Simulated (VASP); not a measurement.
A run of VASP 6.6.1 is set up as follows.

File INCAR:

```
PREC = Accurate
ENCUT = 600
EDIFF = 1E-6
ISMEAR = -1
SIGMA = 0.02
LREAL = F
LASPH = T
NELM = 60
ALGO = Normal
ISIF = 3
LWAVE = F
LCHARG = F
GGA = PE
IBRION = 2
NSW = 80
EDIFFG = -0.005
```

The input KPOINTS:

```
regular mesh
0
Gamma
  4 4 4
```

POSCAR

```
La2O3
1.0
    3.3696975000      1.9454957587      6.1103848000
   -3.3696975000      1.9454957587      6.1103848000
    0.0000000000     -3.8909915174      6.1103848000
La O
4 6
Direct
    0.8550000000      0.8550000000      0.8550000000
    0.3550000000      0.3550000000      0.3550000000
    0.1450000000      0.1450000000      0.1450000000
    0.6450000000      0.6450000000      0.6450000000
    0.4450000000      0.0550000000      0.7500000000
    0.0550000000      0.7500000000      0.4450000000
    0.5550000000      0.9450000000      0.2500000000
    0.2500000000      0.5550000000      0.9450000000
    0.9450000000      0.2500000000      0.5550000000
    0.7500000000      0.4450000000      0.0550000000
```

Potentials or basis: VASP PAW PBE potentials, release 64 (La, O).

Run with:

```bash
$ cat potpaw_PBE.64/La/POTCAR potpaw_PBE.64/O/POTCAR > POTCAR
$ mpirun -np 1 vasp_std > vasp.out
```

Task: What does it give for the relaxed cell?

Result: a = 6.381 Å, b = 6.381 Å, c = 6.381 Å, α = 58.64°, β = 58.64°, γ = 58.64°.

Task: What does it give for the relaxed volume?

Result: 17.80 Å³/atom.

Task: Estimate the space group after relaxing (to 0.1 Å).

Result: R-3c (No. 167).

Task: Predict the band gap on the k mesh.

Result: 3.84 eV (least direct gap 4.10 eV).

Final structure:
```
La O
1.0
     3.12461    1.80399    5.26249
    -3.12461    1.80399    5.26249
     0.00000   -3.60799    5.26249
La O
4 6
Cartesian
  0.0000 0.0000 13.6045
  0.0000 0.0000 5.7107
  0.0000 0.0000 2.1830
  0.0000 0.0000 10.0767
  1.3323 -1.8040 6.5781
  -2.2285 -0.2518 6.5781
  -1.3323 1.8040 9.2094
  -0.8961 -2.0558 9.2094
  2.2285 0.2518 9.2094
  0.8961 2.0558 6.5781
```

Caveat: the volume moved by over 15 % at a fixed basis, so the end points are rough; spin-orbit coupling is left out, which moves the levels of the heavy elements. A k mesh can miss the band edges.
